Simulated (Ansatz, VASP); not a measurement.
# Al in VASP and in Ansatz

```
CELL_PARAMETERS angstrom
0.00000 2.02481 2.02481
2.02481 0.00000 2.02481
2.02481 2.02481 0.00000
ATOMIC_POSITIONS crystal
Al 0.00000 0.00000 0.00000
```

Alike in both runs: task relaxation of cell and atoms; functional RPBE; dispersion D4; k mesh 11 × 11 × 11; occupations fermi-dirac, width 0.05 eV; no spin polarisation.

|  | VASP | Ansatz |
| --- | --- | --- |
| version | VASP 6.6.1 | Ansatz 0.2.0 |
| potentials or method | VASP PAW PBE potentials, release 64 (Al), cutoff 600 eV | all-electron LAPW, scalar-relativistic |

Ansatz gave:

```
relaxed volume (Å³/atom)                                     : 15.61
relaxed cell length with the largest relative difference (Å) : 2.805
```

Q: Estimate VASP's values.

A: Relaxed volume (Å³/atom): 15.56; relaxed cell length with the largest relative difference (Å): 2.802.

VASP's potentials were made for PBE, not for RPBE. Ansatz ran all-electron here, and VASP with PAW potentials.
